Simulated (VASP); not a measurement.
# Zr (P6_3/mmc) in VASP: single point with PBEsol

Aim: the single point of Zr with PBEsol.

All numbers are computed with VASP 6.6.1; they aren't measurements. Logs are shortened: lines on timing, memory, paths and dates and some standing lists are left out, and cuts for length are marked.

## (1) The cell of the first run

It takes space group P6_3/mmc (No. 194, hexagonal). Conventional cell: a = 3.183 Å, b = 3.183 Å, c = 5.118 Å, α = 90.00°, β = 90.00°, γ = 120.00°. Within 4.1 Å of Zr (site symmetry -6m2) lie 12 Zr at 3.15 to 3.18 Å.

## (2) Single point, PBEsol

INCAR reads:

```
SYSTEM = Zr
  ALGO = Fast
  EDIFF = 1E-6
  ENCUT = 520
  GGA = PS
  ISIF = 2
  ISMEAR = 0
  ISYM = 0
  LASPH = .True.
  LCHARG = .False.
  LREAL = .False.
  LWAVE = .False.
  NBANDS = 19
  NELM = 60
  PREC = Accurate
  SIGMA = 0.1
```

KPOINTS reads:

```
k-points
0
Gamma
  11 7 12
  0 0 0
```

POSCAR reads:

```
Zr
1.0
    3.1834311920      0.0000000000      0.0000000000
    0.0000000000      5.1176265140      0.0000000000
    1.5917155960      0.0000000000      2.7569322835
Zr
2
Direct
    0.3333333333      0.7500000000      0.3333333333
    0.6666666667      0.2500000000      0.6666666667
```

Potentials or basis: VASP PAW PBE potentials, release 64 (Zr_sv).

On the command line:

```console
$ cat potpaw_PBE.64/Zr_sv/POTCAR > POTCAR
$ mpirun -np 1 vasp_std > vasp.out
```

OUTCAR:

```text
SYSTEM = Zr
   EDIFF = 1E-6
   ENCUT = 520
   GGA = PS
   ISIF = 2
   ISMEAR = 0
   ISYM = 0
   LASPH = .True.
   LREAL = .False.
   NELM = 60
   PREC = Accurate

 ion  position               nearest neighbor table
   1  0.333  0.750  0.333-   2 3.15   2 3.15   2 3.15   2 3.15   2 3.15   2 3.15
   2  0.667  0.250  0.667-   1 3.15   1 3.15   1 3.15   1 3.15   1 3.15   1 3.15

IMPORTANT INFORMATION: All symmetrisations will be switched off!
NOSYMM: (Re-)initialisation of all symmetry stuff for point group C_1.

----------------------------------------------------------------------------------------

                                     Primitive cell

  volume of cell :      44.9149

  direct lattice vectors                    reciprocal lattice vectors
     3.183431192  0.000000000  0.000000000     0.314126469  0.000000000 -0.181361001
     0.000000000  5.117626514  0.000000000     0.000000000  0.195403083  0.000000000
     1.591715596  0.000000000  2.756932283     0.000000000  0.000000000  0.362722003

  length of vectors
     3.183431192  5.117626514  3.183431192     0.362722003  0.195403083  0.362722003

  position of ions in fractional coordinates (direct lattice)
     0.333333333  0.750000000  0.333333333
     0.666666667  0.250000000  0.666666667

  ion indices of the primitive-cell ions
   primitive index   ion index
                 1           1
                 2           2

----------------------------------------------------------------------------------------

 KPOINTS: k-points

Automatic generation of k-mesh.
 Grid dimensions read from file:
 generate k-points for:   11    7   12

 Generating k-lattice:

  Cartesian coordinates                     Fractional coordinates (reciprocal lattice)
     0.028556952  0.000000000 -0.016487364     0.090909091  0.000000000  0.000000000
     0.000000000  0.027914726  0.000000000     0.000000000  0.142857143  0.000000000
     0.000000000  0.000000000  0.030226834     0.000000000  0.000000000  0.083333333

  Length of vectors
     0.032974728  0.027914726  0.030226834

  Shift w.r.t. Gamma in fractional coordinates (k-lattice)
     0.000000000  0.000000000  0.000000000

 -----------------------------------------------------------------------------
|                                                                             |
|           W    W    AA    RRRRR   N    N  II  N    N   GGGG   !!!           |
|           W    W   A  A   R    R  NN   N  II  NN   N  G    G  !!!           |
|           W    W  A    A  R    R  N N  N  II  N N  N  G       !!!           |
|           W WW W  AAAAAA  RRRRR   N  N N  II  N  N N  G  GGG   !            |
|           WW  WW  A    A  R   R   N   NN  II  N   NN  G    G                |
|           W    W  A    A  R    R  N    N  II  N    N   GGGG   !!!           |
|                                                                             |
|     Your reciprocal lattice and k-lattice belong to different lattice       |
|     classes:                                                                |
|                                                                             |
|        The reciprocal lattice is hexagonal,                                 |
|        whereas your k-lattice is simple monoclinic.                         |
|                                                                             |
|     Results are often still useful ...                                      |
|                                                                             |
 -----------------------------------------------------------------------------

 WARNING: IBZKPT: internal override: KBLOWUP is changed to .FALSE.
      ... skipping the blow-up phase ...

 Subroutine IBZKPT returns following result:
 ===========================================

 Found    463 irreducible k-points:

 Following reciprocal coordinates:
            Coordinates               Weight
  0.000000  0.000000  0.000000      1.000000
  0.090909  0.000000  0.000000      2.000000
  0.181818  0.000000 -0.000000      2.000000
  0.272727  0.000000  0.000000      2.000000
  0.363636  0.000000  0.000000      2.000000
  0.454545  0.000000 -0.000000      2.000000
[... 16 lines left out ...]
  0.454545  0.285714 -0.000000      2.000000
 -0.454545  0.285714  0.000000      2.000000
 [... further k-points ...]
   k-points           NKPTS =    463   k-points in BZ     NKDIM =    463   number of bands    NBANDS=     19
   number of dos      NEDOS =    301   number of ions     NIONS =      2
   total plane-waves  NPLWV =  23040
   dimension x,y,z NGX =    24 NGY =   40 NGZ =   24
   dimension x,y,z NGXF=    48 NGYF=   80 NGZF=   48
   ions per type =               2
   NGX,Y,Z   is equivalent  to a cutoff of  12.53, 12.99, 12.53 a.u.
   NGXF,Y,Z  is equivalent  to a cutoff of  25.07, 25.99, 25.07 a.u.
 SYSTEM =  Zr
   PREC   = accura    normal or accurate (medium, high low for compatibility)
   ISTART =      0    job   : 0-new  1-cont  2-samecut
   ICHARG =      2    charge: 1-file 2-atom 10-const
   ISPIN  =      1    spin polarized calculation?
   LNONCOLLINEAR =      F non collinear calculations
   LSORBIT =      F    spin-orbit coupling
   LASPH  =      T    aspherical Exc in radial PAW
   ENCUT  =  520.0 eV  38.22 Ry    6.18 a.u.   5.92  9.52  5.92*2*pi/ulx,y,z
   NELM   =     60;   NELMIN=  2; NELMDL= -5     # of ELM steps
   EDIFF  = 0.1E-05   stopping-criterion for ELM
   LREAL  =      F    real-space projection
   EDIFFG = 0.1E-04   stopping-criterion for IOM
   NSW    =      0    number of steps for IOM
   IBRION =     -1    ionic relax: 0-MD 1-quasi-New 2-CG
   NFREE  =      0    steps in history (QN), initial steepest desc. (CG)
   ISIF   =      2    stress and relaxation
   ISYM   =      0    0-nonsym 1-usesym 2-fastsym
   POTIM  = 0.5000    time-step for ionic-motion
   TEBEG  =    0.0;   TEEND  =   0.0 temperature during run
   PSTRESS=    0.0 pullay stress
   NELECT =      24.0000    total number of electrons
   NUPDOWN=      -1.0000    fix difference up-down
   EMIN   =  10.00;   EMAX   =-10.00  energy-range for DOS
   EFERMI =   0.00;   METHOD = LEGACY
   ISMEAR =     0;   SIGMA  =   0.10  broadening in eV -4-tet -1-fermi 0-gaus
   EFERMI_NEDOS =   21; number of points for ismear=-14 and -15
   IALGO  =     68    algorithm
   IMIX   =      4    mixing-type and parameters
     AMIX     =   0.40;   BMIX     =  1.00
     AMIX_MAG =   1.60;   BMIX_MAG =  1.00
  volume/ion in A,a.u.               =      22.46       151.55
  Fermi-wavevector in a.u.,A,eV,Ry     =   1.328460  2.510426 24.011648  1.764806
  Thomas-Fermi vector in A             =   2.457696
   LORBIT       =      0    0 simple, 1 ext, 2 COOP (PROOUT), +10 PAW based schemes
   GGA     = PS    functional components
   LHFCALC =     F    Hartree Fock is set to
   AEXX    =    0.0000 exact exchange contribution
   IVDW    =     0    specifies the selected vdW correction
   LEPSILON=     F    determine dielectric tensor
   LRPA    =     F    only Hartree local field effects (RPA)
 non-spin polarized calculation
 RMM-DIIS sequential band-by-band and
 Gauss-broadening in eV      SIGMA  =   0.10
  energy-cutoff  :      520.00
  volume of cell :       44.91
 maximum number of plane-waves:      1229
   NGX = 11   NGY = 19   NGZ = 11

 number of electron      24.0000000 magnetization

 Free energy of the ion-electron system (eV)
  ---------------------------------------------------
  ext. energy  EPLUGINS =         0.00000000
  ---------------------------------------------------
  free energy    TOTEN  =       -18.16595882 eV

  energy without entropy =      -18.15560964  energy(sigma->0) =      -18.16078423

 E-fermi :   9.2647     XC(G=0): -11.3682

 val. band max:        9.2647102319   @ k =  -0.3636   0.2857   0.2500
 cond. band min:       9.2687899976   @ k =  -0.3636   0.2857   0.1667
 fundamental gap:      0.0040797657
 Fermi energy:         9.2647104643

 k-point     1 :       0.0000    0.0000    0.0000
  band No.  band energies     occupation
      1     -39.3959      2.00000
      2     -39.2208      2.00000
      3     -18.0066      2.00000
      4     -17.0244      2.00000
      5     -17.0236      2.00000
      6     -16.8861      2.00000
[... 11 lines left out ...]
     18      11.5354      0.00000
     19      13.8990      0.00000

 k-point     2 :       0.0909    0.0000    0.0000
  band No.  band energies     occupation
      1     -39.3847      2.00000
      2     -39.2159      2.00000
      3     -17.9782      2.00000
      4     -17.0895      2.00000
      5     -17.0446      2.00000
      6     -16.9399      2.00000
[... 11 lines left out ...]
     18      11.3257      0.00000
     19      14.0524      0.00000

 k-point     3 :       0.1818    0.0000   -0.0000
  band No.  band energies     occupation
      1     -39.3541      2.00000
      2     -39.2033      2.00000
      3     -17.8974      2.00000
      4     -17.2641      2.00000
      5     -17.1147      2.00000
      6     -17.0984      2.00000
[... 11 lines left out ...]
     18      11.6874      0.00000
     19      14.3448      0.00000

 k-point     4 :       0.2727    0.0000    0.0000
  band No.  band energies     occupation
      1     -39.3118      2.00000
      2     -39.1887      2.00000
      3     -17.7779      2.00000
      4     -17.4914      2.00000
      5     -17.3317      2.00000
      6     -17.1653      2.00000
[... 11 lines left out ...]
     18      12.6304      0.00000
     19      14.5844      0.00000

 k-point     5 :       0.3636    0.0000    0.0000
  band No.  band energies     occupation
      1     -39.2688      2.00000
      2     -39.1789      2.00000
      3     -17.6977      2.00000
      4     -17.6431      2.00000
      5     -17.5215      2.00000
      6     -17.2242      2.00000
[... 11 lines left out ...]
     18      13.7294      0.00000
     19      14.7225      0.00000
[... 334 lines left out ...]
      2     -39.2121      2.00000
      3     -17.7502      2.00000
      4     -17.4862      2.00000
      5     -17.3281      2.00000
      6     -17.1240      2.00000
[... 11 lines left out ...]
     18      12.6528      0.00000
     19      14.1456      0.00000

 k-point    22 :       0.3636    0.2857    0.0000
  band No.  band energies     occupation
      1     -39.2520      2.00000
      2     -39.1959      2.00000
      3     -17.8246      2.00000
      4     -17.6684      2.00000
      5     -17.3618      2.00000
      6     -17.1785      2.00000
[... 11 lines left out ...]
     18      13.5786      0.00000
     19      14.3663      0.00000

 k-point    23 :       0.4545    0.2857   -0.0000
  band No.  band energies     occupation
      1     -39.2274      2.00000
      2     -39.1888      2.00000
      3     -17.9066      2.00000
      4     -17.7724      2.00000
      5     -17.3315      2.00000
      6     -17.2102      2.00000
[... 11 lines left out ...]
     18      14.5278      0.00000
     19      14.7387      0.00000

 k-point    24 :      -0.4545    0.2857    0.0000
  band No.  band energies     occupation
      1     -39.2274      2.00000
      2     -39.1888      2.00000
      3     -17.9066      2.00000
      4     -17.7724      2.00000
      5     -17.3315      2.00000
      6     -17.2102      2.00000
[... 11 lines left out ...]
     18      14.5270      0.00000
     19      14.7487      0.00000

 [... further k-points ...]
[... 5 lines left out ...]
  --------------------------------------------------------------------------------------
  -------------------------------------------------------------------------------------
  Total        0.0382468      0.0154081      0.0239233     -0.0000132      0.0000058      0.0026607
  in kB        1.3643161      0.5496273      0.8533791     -0.0004724      0.0002055      0.0949122
  external PRESSURE =       0.9224408 kB  Pullay stress =       0.0000000 kB

 VOLUME and BASIS-vectors are now :
 -----------------------------------------------------------------------------
  energy-cutoff  :      520.00
  volume of cell :       44.91
      direct lattice vectors                 reciprocal lattice vectors
     3.183431192  0.000000000  0.000000000     0.314126469  0.000000000 -0.181361001
     0.000000000  5.117626514  0.000000000     0.000000000  0.195403083  0.000000000
     1.591715596  0.000000000  2.756932283     0.000000000  0.000000000  0.362722003

 POSITION                                       TOTAL-FORCE (eV/Angst)
 -----------------------------------------------------------------------------------
      1.59172      3.83822      0.91898        -0.004992     -0.000001      0.005041
      3.18343      1.27941      1.83795         0.004992      0.000001     -0.005041
 -----------------------------------------------------------------------------------
    total drift:                                0.000005     -0.000000     -0.000006

  FREE ENERGIE OF THE ION-ELECTRON SYSTEM (eV)
  ---------------------------------------------------
  free  energy   TOTEN  =       -18.1659588243 eV

  energy  without entropy=      -18.1556096416  energy(sigma->0) =      -18.16078423
```

Wall time 5.5 min (1 thread of Intel Xeon Platinum 8259CL at 2.50GHz (Skylake/Cascade Lake), shared host); peak memory 0.41 GiB.

Results:

```yaml
Free_energy: -18.1660 eV
Pressure: 0.1 GPa
Largest_force: 0.007 eV/Å
Band_gap_on_the_k_mesh: zero (bands 12 and 13 overlap by 1.12 eV)
```

Forces in eV/Å, atoms in the order of the input:
```
Zr  -0.005  0.000  0.005
Zr   0.005  0.000 -0.005
```

Caveat: the PAW data sets were made with another functional, which shifts forces and pressure a little.
